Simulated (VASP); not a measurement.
# WC in VASP: a series of runs

The runs below take WC through relaxation of the atoms, relaxation of cell and atoms, single point, with PBE, PBEsol-based global hybrid with 25 % exact exchange, PBEsol, B3LYP.

Program: VASP 6.6.1. These are calculated values, not measurements. Logs are shortened: lines on timing, memory, paths and dates and some standing lists are left out, and cuts for length are marked.

**1. The cell of the first run**

The structure is monoclinic, space group Pm (No. 6). The conventional cell has a = 2.881 Å, b = 2.837 Å, c = 2.907 Å, α = 90.00°, β = 119.14°, γ = 90.00°. W (site symmetry m) has 6 C at 2.19 to 2.21 Å and 8 W at 2.84 to 2.93 Å within 3.0 Å. C (site symmetry m) has 6 W at 2.19 to 2.21 Å and 8 C at 2.84 to 2.93 Å within 3.0 Å.

**2. Relaxation of the atoms, PBE**

Contents of INCAR:

```
SYSTEM = WC
PREC = Accurate ; ENCUT = 520
EDIFF = 1E-6 ; ISMEAR = -1
SIGMA = 0.05 ; LREAL = .FALSE.
LASPH = .TRUE. ; NELM = 60
ALGO = Normal ; ISIF = 2
LWAVE = .FALSE. ; LCHARG = .FALSE.
GGA = PE ; IBRION = 2
NSW = 80 ; EDIFFG = -0.01
```

Contents of KPOINTS:

```
regular mesh
0
G
  10 10 9
  0 0 0
```

Contents of POSCAR:

```
WC
1.0
    2.9065000000     -0.0290650000      0.0000000000
   -1.4784210284      2.5316353361      0.0000000000
    0.0000000000      0.0000000000      2.8366000000
W C
1 1
Direct
    0.0000000000      0.0000000000      0.0000000000
    0.6666666667      0.3333333333      0.5000000000
```

Potentials or basis: VASP PAW PBE potentials, release 64 (W_sv, C).

On the command line:

```sh
$ cat potpaw_PBE.64/W_sv/POTCAR potpaw_PBE.64/C/POTCAR > POTCAR
$ mpirun -np 1 vasp_std > vasp.out
```

OUTCAR:

```text
SYSTEM = WC
   PREC = Accurate
   ENCUT = 520
   EDIFF = 1E-6
   ISMEAR = -1
   LREAL = .FALSE.
   LASPH = .TRUE.
   NELM = 60
   ISIF = 2
   GGA = PE
   IBRION = 2
   NSW = 80
   EDIFFG = -0.01

 ion  position               nearest neighbor table
   1  0.000  0.000  0.000-   2 2.19   2 2.19   2 2.20   2 2.20   2 2.21   2 2.21
   2  0.667  0.333  0.500-   1 2.19   1 2.19   1 2.20   1 2.20   1 2.21   1 2.21

  LATTYP: Found a simple monoclinic cell.
 ALAT       =     2.8813656200
 B/A-ratio  =     0.9844637488
 C/A-ratio  =     1.0087735139
 COS(beta)  =    -0.4869160342

  Lattice vectors:

 A1 = (   1.4280789716,   2.5025703361,   0.0000000000)
 A2 = (   0.0000000000,   0.0000000000,  -2.8366000000)
 A3 = (  -2.9065000000,   0.0290650000,   0.0000000000)

Analysis of symmetry for initial positions (statically):
=====================================================================
 Subroutine PRICEL returns:
 Original cell was already a primitive cell.

 Routine SETGRP: Setting up the symmetry group for a
 simple monoclinic supercell.

 Subroutine GETGRP returns: Found  2 space group operations
 (whereof  2 operations were pure point group operations)
 out of a pool of  4 trial point group operations.

The static configuration has the point symmetry C_1h.

Analysis of symmetry for dynamics (positions and initial velocities):
=====================================================================
 Subroutine PRICEL returns:
 Original cell was already a primitive cell.

 Routine SETGRP: Setting up the symmetry group for a
 simple monoclinic supercell.

 Subroutine GETGRP returns: Found  2 space group operations
 (whereof  2 operations were pure point group operations)
 out of a pool of  4 trial point group operations.

The dynamic configuration has the point symmetry C_1h.

 Subroutine INISYM returns: Found  2 space group operations
 (whereof  2 operations are pure point group operations),
 and found     1 'primitive' translations

----------------------------------------------------------------------------------------

                                     Primitive cell

  volume of cell :      20.7504

  direct lattice vectors                    reciprocal lattice vectors
     2.906500000 -0.029065000  0.000000000     0.346077444  0.202101844  0.000000000
    -1.478421028  2.531635336  0.000000000     0.003973219  0.397321872  0.000000000
     0.000000000  0.000000000  2.836600000     0.000000000  0.000000000  0.352534725

  length of vectors
     2.906645321  2.931707047  2.836600000     0.400767704  0.397341737  0.352534725

  position of ions in fractional coordinates (direct lattice)
     0.000000000  0.000000000  0.000000000
     0.666666667  0.333333333  0.500000000

  ion indices of the primitive-cell ions
   primitive index   ion index
                 1           1
                 2           2

----------------------------------------------------------------------------------------

 KPOINTS: regular mesh

Automatic generation of k-mesh.
 Grid dimensions read from file:
 generate k-points for:   10   10    9

 Generating k-lattice:

  Cartesian coordinates                     Fractional coordinates (reciprocal lattice)
     0.034607744  0.020210184  0.000000000     0.100000000  0.000000000  0.000000000
     0.000397322  0.039732187  0.000000000    -0.000000000  0.100000000  0.000000000
     0.000000000  0.000000000  0.039170525     0.000000000  0.000000000  0.111111111

  Length of vectors
     0.040076770  0.039734174  0.039170525

  Shift w.r.t. Gamma in fractional coordinates (k-lattice)
     0.000000000  0.000000000  0.000000000

 Subroutine IBZKPT returns following result:
 ===========================================

 Found    260 irreducible k-points:

 Following reciprocal coordinates:
            Coordinates               Weight
  0.000000  0.000000  0.000000      1.000000
  0.100000  0.000000  0.000000      2.000000
  0.200000  0.000000  0.000000      2.000000
  0.300000  0.000000  0.000000      2.000000
  0.400000  0.000000  0.000000      2.000000
  0.500000  0.000000  0.000000      1.000000
[... 16 lines left out ...]
 -0.400000  0.200000  0.000000      2.000000
 -0.300000  0.200000  0.000000      2.000000
 [... further k-points ...]
   k-points           NKPTS =    260   k-points in BZ     NKDIM =    260   number of bands    NBANDS=     13
   number of dos      NEDOS =    301   number of ions     NIONS =      2
   total plane-waves  NPLWV =  13824
   dimension x,y,z NGX =    24 NGY =   24 NGZ =   24
   dimension x,y,z NGXF=    48 NGYF=   48 NGZF=   48
   ions per type =               1   1
   NGX,Y,Z   is equivalent  to a cutoff of  13.73, 13.61, 14.07 a.u.
   NGXF,Y,Z  is equivalent  to a cutoff of  27.45, 27.22, 28.13 a.u.
 SYSTEM =  WC
   PREC   = accura    normal or accurate (medium, high low for compatibility)
   ISTART =      0    job   : 0-new  1-cont  2-samecut
   ICHARG =      2    charge: 1-file 2-atom 10-const
   ISPIN  =      1    spin polarized calculation?
   LNONCOLLINEAR =      F non collinear calculations
   LSORBIT =      F    spin-orbit coupling
   LASPH  =      T    aspherical Exc in radial PAW
   ENCUT  =  520.0 eV  38.22 Ry    6.18 a.u.   5.40  5.45  5.27*2*pi/ulx,y,z
   NELM   =     60;   NELMIN=  2; NELMDL= -5     # of ELM steps
   EDIFF  = 0.1E-05   stopping-criterion for ELM
   LREAL  =      F    real-space projection
   EDIFFG = -.1E-01   stopping-criterion for IOM
   NSW    =     80    number of steps for IOM
   IBRION =      2    ionic relax: 0-MD 1-quasi-New 2-CG
   NFREE  =      1    steps in history (QN), initial steepest desc. (CG)
   ISIF   =      2    stress and relaxation
   ISYM   =      2    0-nonsym 1-usesym 2-fastsym
   POTIM  = 0.5000    time-step for ionic-motion
   TEBEG  =    0.0;   TEEND  =   0.0 temperature during run
   PSTRESS=    0.0 pullay stress
   NELECT =      18.0000    total number of electrons
   NUPDOWN=      -1.0000    fix difference up-down
   EMIN   =  10.00;   EMAX   =-10.00  energy-range for DOS
   EFERMI =   0.00;   METHOD = LEGACY
   ISMEAR =    -1;   SIGMA  =   0.05  broadening in eV -4-tet -1-fermi 0-gaus
   EFERMI_NEDOS =   21; number of points for ismear=-14 and -15
   IALGO  =     38    algorithm
   IMIX   =      4    mixing-type and parameters
     AMIX     =   0.40;   BMIX     =  1.00
     AMIX_MAG =   1.60;   BMIX_MAG =  1.00
  volume/ion in A,a.u.               =      10.38        70.02
  Fermi-wavevector in a.u.,A,eV,Ry     =   1.561314  2.950456 33.166956  2.437702
  Thomas-Fermi vector in A             =   2.664398
   LORBIT       =      0    0 simple, 1 ext, 2 COOP (PROOUT), +10 PAW based schemes
   GGA     = PE    functional components
   LHFCALC =     F    Hartree Fock is set to
   AEXX    =    0.0000 exact exchange contribution
   IVDW    =     0    specifies the selected vdW correction
   LEPSILON=     F    determine dielectric tensor
   LRPA    =     F    only Hartree local field effects (RPA)
 conjugate gradient relaxation of ions
 non-spin polarized calculation
  energy-cutoff  :      520.00
  volume of cell :       20.75
 maximum number of plane-waves:       576
 NGX is ok and might be reduce to    24
   NGX = 11   NGY = 11   NGZ = 11

--------------------------------------- Ionic step        1  -------------------------------------------

 number of electron      18.0000000 magnetization

 Free energy of the ion-electron system (eV)
  ---------------------------------------------------
  ext. energy  EPLUGINS =         0.00000000
  ---------------------------------------------------
  free energy    TOTEN  =       -22.43943281 eV

  energy without entropy =      -22.43765138  energy(sigma->0) =      -22.43854209

------------------------ aborting loop because EDIFF is reached ----------------------------------------

  FORCE on cell =-STRESS in cart. coord.  units (eV):
  Direction    XX          YY          ZZ          XY          YZ          ZX
  --------------------------------------------------------------------------------------
  -------------------------------------------------------------------------------------
  Total        0.9068653      0.9272321      0.8311313      0.7029942      0.0000000      0.0000000
  in kB       70.0208520     71.5934196     64.1732835     54.2795696      0.0000000      0.0000000
  external PRESSURE =      68.5958517 kB  Pullay stress =       0.0000000 kB
[... 57 lines left out ...]
  energy  without entropy=      -22.4379004337  energy(sigma->0) =      -22.43878972

--------------------------------------- Ionic step        3  -------------------------------------------

 number of electron      18.0000000 magnetization

 Free energy of the ion-electron system (eV)
  ---------------------------------------------------
  ext. energy  EPLUGINS =         0.00000000
  ---------------------------------------------------
  free energy    TOTEN  =       -22.43979528 eV

  energy without entropy =      -22.43801766  energy(sigma->0) =      -22.43890647

 E-fermi :  11.0921     XC(G=0): -13.8007

 val. band max:       11.0433389423   @ k =   0.4000   0.2000   0.0000
 cond. band min:      11.1046026144   @ k =   0.2000   0.4000   0.0000
 fundamental gap:      0.0612636721
 Fermi energy:        11.0920936376

 k-point     1 :       0.0000    0.0000    0.0000
  band No.  band energies     occupation
      1     -62.9213      2.00000
      2     -26.9047      2.00000
      3     -26.8183      2.00000
      4     -26.7788      2.00000
      5      -3.3730      2.00000
      6       6.7648      2.00000
      7       7.5963      2.00000
      8       7.9069      2.00000
      9      11.1603      0.40746
     10      14.2690      0.00000
     11      14.3676      0.00000
     12      16.5597      0.00000
     13      16.8244      0.00000
[... 353 lines left out ...]
 k-point    24 :      -0.3000    0.2000    0.0000
  band No.  band energies     occupation
      1     -62.8902      2.00000
      2     -27.2413      2.00000
      3     -26.9091      2.00000
      4     -26.8451      2.00000
      5      -1.7702      2.00000
      6       5.4472      2.00000
      7       7.8948      2.00000
      8       8.6454      2.00000
      9       9.1469      2.00000
     10      13.6377      0.00000
     11      14.5541      0.00000
     12      15.9946      0.00000
     13      17.3483      0.00000

 [... further k-points ...]

------------------------ aborting loop because EDIFF is reached ----------------------------------------

  FORCE on cell =-STRESS in cart. coord.  units (eV):
  Direction    XX          YY          ZZ          XY          YZ          ZX
  --------------------------------------------------------------------------------------
  -------------------------------------------------------------------------------------
  Total        0.8996994      0.9266140      0.8267479      0.6693614      0.0000000      0.0000000
  in kB       69.4675605     71.5456926     63.8348346     51.6827140      0.0000000      0.0000000
  external PRESSURE =      68.2826959 kB  Pullay stress =       0.0000000 kB
[... 17 lines left out ...]
  FREE ENERGIE OF THE ION-ELECTRON SYSTEM (eV)
  ---------------------------------------------------
  free  energy   TOTEN  =       -22.4397952767 eV

  energy  without entropy=      -22.4380176644  energy(sigma->0) =      -22.43890647

 reached required accuracy - stopping structural energy minimisation
```

Run time: 2.8 min. Hardware: 1 thread of AMD EPYC 7R13, shared host; peak memory 0.17 GiB.

What came out:

```
Free energy               : -22.4398 eV
Energy gained by relaxing : 0.2 meV/atom
Ionic steps               : 3
Pressure after relaxing   : 6.8 GPa
Band gap on the k mesh    : zero (bands 9 and 10 overlap by 1.03 eV)
```

Forces on the atoms (eV/Å):
```
W   -0.001  0.002  0.000
C    0.001 -0.002  0.000
```

Stress tensor (GPa, compression positive):
```
6.95 5.17 0.00
5.17 7.15 0.00
0.00 0.00 6.38
```

The path:
```tsv
step	energy change (eV)	largest force (eV/Å)	pressure (GPa)
1	0.0000	0.1086	6.86
2	-0.0002	0.0616	6.82
3	-0.0004	0.0024	6.83
```

Final structure:
```
CELL_PARAMETERS angstrom
2.90650 -0.02907 0.00000
-1.47842 2.53164 0.00000
0.00000 0.00000 2.83660
ATOMIC_POSITIONS crystal
W 0.99882 0.99993 0.00000
C 0.66785 0.33340 0.50000
```

Caveat: spin-orbit coupling is left out, which moves the levels of the heavy elements.

**3. Relaxation of cell and atoms, PBEsol-based global hybrid with 25 % exact exchange**

Contents of POSCAR:

```
WC
1.0
    2.9065000000      0.0000000000      0.0000000000
   -1.4532500000      2.5171028361      0.0000000000
    0.0000000000      0.0000000000      2.8366000000
W C
1 1
Direct
    0.0000000000      0.0000000000      0.0000000000
    0.6666666667      0.3333333333      0.5000000000
```

Contents of INCAR.step1:

```
ALGO     = Normal         # electronic algorithm
EDIFF    = 1E-5           # SCF threshold, eV
ENCUT    = 600            # plane-wave cutoff, eV
GGA      = PE             # functional
ISMEAR   = -1             # smearing method
LASPH    = True           # aspherical terms in the spheres
LCHARG   = False          # write CHGCAR
LREAL    = False          # projectors in reciprocal space
LWAVE    = True           # write WAVECAR
NBANDS   = 16             # bands
NELM     = 100            # most SCF steps
PREC     = Accurate       # precision mode
SIGMA    = 0.05           # smearing width, eV
```

Contents of INCAR.step2:

```
AEXX     = 0.25           # exact-exchange fraction
ALGO     = Normal         # electronic algorithm
EDIFF    = 1E-6           # SCF threshold, eV
EDIFFG   = -0.01          # ionic threshold
ENCUT    = 600            # plane-wave cutoff, eV
GGA      = PS             # functional
IBRION   = 2              # ionic algorithm
ISIF     = 3              # what is computed and relaxed
ISMEAR   = -1             # smearing method
ISTART   = 1            
LASPH    = True           # aspherical terms in the spheres
LCHARG   = False          # write CHGCAR
LHFCALC  = True           # exact exchange
LREAL    = False          # projectors in reciprocal space
LWAVE    = False          # write WAVECAR
NELM     = 100            # most SCF steps
NSW      = 60             # ionic steps
PREC     = Accurate       # precision mode
PRECFOCK = Normal       
SIGMA    = 0.05           # smearing width, eV
```

Contents of KPOINTS:

```
k-points
0
Gamma
  5 5 5
```

Potentials or basis: VASP PAW PBE potentials, release 64 (W_sv, C).

On the command line:

```sh
$ cat potpaw_PBE.64/W_sv/POTCAR potpaw_PBE.64/C/POTCAR > POTCAR
$ cp INCAR.step1 INCAR
$ mpirun -np 1 vasp_std > vasp.out
$ cp INCAR.step2 INCAR
$ mpirun -np 1 vasp_std > vasp.out
```

Wall time 53 min (1 thread of Intel Xeon Platinum 8488C (Sapphire Rapids), shared host); peak memory 0.15 GiB.

The run converged, but its numbers aren't listed here, since they failed a check.

Caveat: the k points lie up to 0.50 Å⁻¹ apart in the final cell, too coarse for converged energies and pressures of a metal; the PAW data sets were made with another functional, which shifts forces and pressure a little; spin-orbit coupling is left out, which moves the levels of the heavy elements.

**4. Single point, PBEsol**

This run uses another cell than the first one, of 10.24 Å³/atom.

Contents of INCAR:

```
SYSTEM = WC
  PREC = Accurate
  ENCUT = 1300
  EDIFF = 1E-6
  ISMEAR = -1
  SIGMA = 0.05
  LREAL = .FALSE.
  LASPH = .TRUE.
  NELM = 120
  ALGO = Normal
  ISIF = 2
  LWAVE = .FALSE.
  LCHARG = .TRUE.
  GGA = PS
  LELF = .TRUE.
  LVHAR = .TRUE.
  NBANDS = 16
  GGA_COMPAT = .FALSE.
```

Contents of KPOINTS:

```
Automatic mesh
0
G
  10 10 9
  0 0 0
```

Contents of POSCAR:

```
WC
1.0
    2.8943588760      0.0000000000      0.0000000000
   -1.4471794380      2.5065883143      0.0000000000
    0.0000000000      0.0000000000      2.8226846163
W C
1 1
Direct
    0.0000000000      0.0000000000      0.0000000000
    0.6666666667      0.3333333333      0.5000000000
```

Potentials or basis: VASP PAW PBE potentials, release 64 (W_sv, C_h).

On the command line:

```sh
$ cat potpaw_PBE.64/W_sv/POTCAR potpaw_PBE.64/C_h/POTCAR > POTCAR
$ mpirun -np 1 vasp_std > vasp.out
```

Wall time 53 s (1 thread of Intel Xeon Platinum 8259CL at 2.50GHz (Skylake/Cascade Lake), shared host); peak memory 0.27 GiB.

The run converged. Its results:

| Item | Value |
| --- | --- |
| Free energy | -23.9102 eV |
| Pressure | 3.2 GPa |
| Band gap on the k mesh | zero (bands 9 and 10 overlap by 1.24 eV) |

Stress tensor (GPa, compression positive):
```
3.06 0.00 0.00
0.00 3.06 0.00
0.00 0.00 3.39
```

Levels at points of the mesh, in eV from the Fermi level:
```tsv
k point	band 6	band 7	band 8	band 9	band 10	band 11	band 12	band 13
(0.00, 0.00, 0.00)	-4.39	-3.38	-3.38	0.13	3.30	3.30	5.74	5.74
(0.50, 0.00, 0.00)	-7.09	-3.66	-3.64	-0.44	2.39	4.63	5.00	6.96
```

Caveat: the cell stands under pressure; the PAW data sets were made with another functional, which shifts forces and pressure a little; spin-orbit coupling is left out, which moves the levels of the heavy elements.

(Continued in part 2 of 2.)

The gap in the log of VASP goes by the Fermi energy; the results here count the filled bands.